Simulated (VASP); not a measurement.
A run of VASP 6.6.1:

File INCAR:

```
  ALGO = Fast
  EDIFF = 1E-6
  EDIFFG = -0.005
  ENCUT = 600
  GGA = PE
  IBRION = 2
  ISIF = 3
  ISMEAR = 0
  IVDW = 12
  LASPH = T
  LCHARG = F
  LREAL = F
  LWAVE = F
  NELM = 100
  NSW = 70
  PREC = Accurate
  SIGMA = 0.1
```

KPOINTS

```
k-points
0
Gamma
  18 18 10
```

The input POSCAR:

```
Ru
1.0
    2.7200250912      0.0000000000      0.0000000000
   -1.3600125456      2.3556108279      0.0000000000
    0.0000000000      0.0000000000      4.2967694965
Ru
2
Direct
    0.3333333333      0.6666666667      0.2500000000
    0.6666666667      0.3333333333      0.7500000000
```

Potentials or basis: VASP PAW PBE potentials, release 64 (Ru_pv).

Launch:

```console
$ cat potpaw_PBE.64/Ru_pv/POTCAR > POTCAR
$ mpirun -np 1 vasp_std > vasp.out
```

Hardware: 1 thread of Intel Xeon 8259CL (shared host).

Q: Estimate the wall time of this run.

A: Run time: 14 min on 1 thread of Intel Xeon 8259CL, with other jobs on the host, peak memory 0.27 GiB. Counts: scf iterations 78, k points 222, ion steps 14.
